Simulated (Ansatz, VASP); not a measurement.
# Cu: VASP beside Ansatz

```xyz
1
Lattice="0.0000 1.7704 1.7704 1.7704 0.0000 1.7704 1.7704 1.7704 0.0000" Properties=species:S:1:pos:R:3 pbc="T T T"
Cu    0.0000    0.0000    0.0000
```

Alike in both runs: task single point; functional r2SCAN; k mesh 20 × 20 × 20; occupations gaussian, width 0.1 eV; no spin polarisation.

```csv
,VASP,Ansatz
version,VASP 6.6.1,Ansatz 0.2.0
potentials or method,"VASP PAW PBE potentials, release 64 (Cu), cutoff 520 eV","scalar-relativistic, plane waves, PAW"
valence electrons in the cell,11,19
```

```tsv
	VASP	Ansatz	Ansatz less VASP
gap on the k mesh at the Fermi level (eV)	none	none	-
pressure (GPa)	6.0	5.3	-0.66
```

VASP's potentials were made for PBE, not for r2SCAN. A gap of «none» marks a metal or a gap that the smearing closes. VASP's potentials hold 11 valence electrons a cell and Ansatz's 19, so a difference there can come from the potentials and not from the codes.
